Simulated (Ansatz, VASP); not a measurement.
## Two plane-wave programs on In2GaP3

INCAR

```
ALGO = Normal
EDIFF = 1E-6
ENCUT = 520
GGA = PE
ISIF = 2
ISMEAR = 0
LASPH = T
LCHARG = F
LREAL = F
LWAVE = F
NBANDS = 36
NELM = 100
PREC = Accurate
SIGMA = 0.01
```

The input KPOINTS:

```
k-points
0
Gamma
  6 6 2
```

The input POSCAR:

```
In2GaP3
1.0
    4.1072204883      0.0000000000      0.0000000000
   -2.0536102442      3.5569572818      0.0000000000
    0.0000000000      0.0000000000     10.0914461304
Ga In P
1 2 3
Direct
    0.0000000000      0.0000000000      0.0008415830
    0.6666666667      0.3333333333      0.6734585785
    0.3333333333      0.6666666667      0.3276036500
    0.6666666667      0.3333333333      0.9292247872
    0.3333333333      0.6666666667      0.5819913807
    0.0000000000      0.0000000000      0.2368800207
```

Input for Ansatz:

```yaml
crystal:
  lattice:
    - [4.1072204883, 0.0, 0.0]
    - [-2.0536102442, 3.5569572818, 0.0]
    - [0.0, 0.0, 10.0914461304]
  atoms:
    - { symbol: Ga, position: [0.0, 0.0, 0.000841583] }
    - { symbol: In, position: [0.6666666667, 0.3333333333, 0.6734585785] }
    - { symbol: In, position: [0.3333333333, 0.6666666667, 0.32760365] }
    - { symbol: P, position: [0.6666666667, 0.3333333333, 0.9292247872] }
    - { symbol: P, position: [0.3333333333, 0.6666666667, 0.5819913807] }
    - { symbol: P, position: [0.0, 0.0, 0.2368800207] }
kpoints:
  mp_grid: { grid: [6, 6, 2] }
hamiltonian:
  xc: pbe
scf:
  occupations: { method: fixed }
  n_extra_bands: 5
output:
  forces: true
  stress: true
  eigenvalues: true
```

Alike in both runs: task single point; functional PBE; k mesh 6 × 6 × 2; no spin polarisation.

|  | VASP | Ansatz |
| --- | --- | --- |
| version | VASP 6.6.1 | Ansatz 0.2.0 |
| potentials or method | VASP PAW PBE potentials, release 64 (Ga_d, In_d, P) | plane waves, PAW |
| plane-wave cutoff (eV) | 520 | 420 |
| occupations | gaussian, width 0.01 eV | fixed |
| valence electrons in the cell | 54 | 54 |

|  | VASP | Ansatz | Ansatz less VASP |
| --- | --- | --- | --- |
| gap on the k mesh at the Fermi level (eV) | 0.42 | 0.43 | +0.006 |
| pressure (GPa) | 0.0 | 0.0 | +0.03 |
| traceless stress, the component that is largest in VASP (GPa) | -0.12 | -0.11 | +0.010 |
